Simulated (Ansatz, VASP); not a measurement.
AlRu: VASP beside Ansatz

```
Al Ru
1.0
     2.97633    0.00000    0.00000
     0.00000    2.97633    0.00000
     0.00000    0.00000    5.95265
Al Ru
2 2
Direct
  0.00000 0.00000 0.98774
  0.00000 0.00000 0.51226
  0.47413 0.50000 0.25000
  0.52587 0.50000 0.75000
```

Change from the starting cell: mode 4 frozen in at -0.077 Å and mode 12 at -0.073 Å (largest displacements).

Alike in both runs: task single point; functional PBEsol; k mesh 16 × 16 × 8; occupations gaussian, width 0.15 eV; no spin polarisation.

|  | VASP | Ansatz |
| --- | --- | --- |
| version | VASP 6.6.1 | Ansatz 0.2.0 |
| potentials or method | VASP PAW PBE potentials, release 64 (Al, Ru_pv), cutoff 520 eV | scalar-relativistic, plane waves, PAW |
| valence electrons in the cell | 34 | 38 |

```tsv
	VASP	Ansatz	Ansatz less VASP
gap on the k mesh at the Fermi level (eV)	none	none	-
pressure (GPa)	1.2	1.1	-0.16
traceless stress, the component that is largest in VASP (GPa)	0.30	0.30	-0.001
rms of the force components (eV/Å)	0.479	0.475	-0.0039
```

VASP's potentials were made for PBE, not for PBEsol, and Ansatz warns of the same on its side. Atom by atom the forces differ by 0.004 eV/Å (rms over components). A gap of «none» marks a metal or a gap that the smearing closes. VASP's potentials hold 34 valence electrons a cell and Ansatz's 38, so a difference there can come from the potentials and not from the codes.
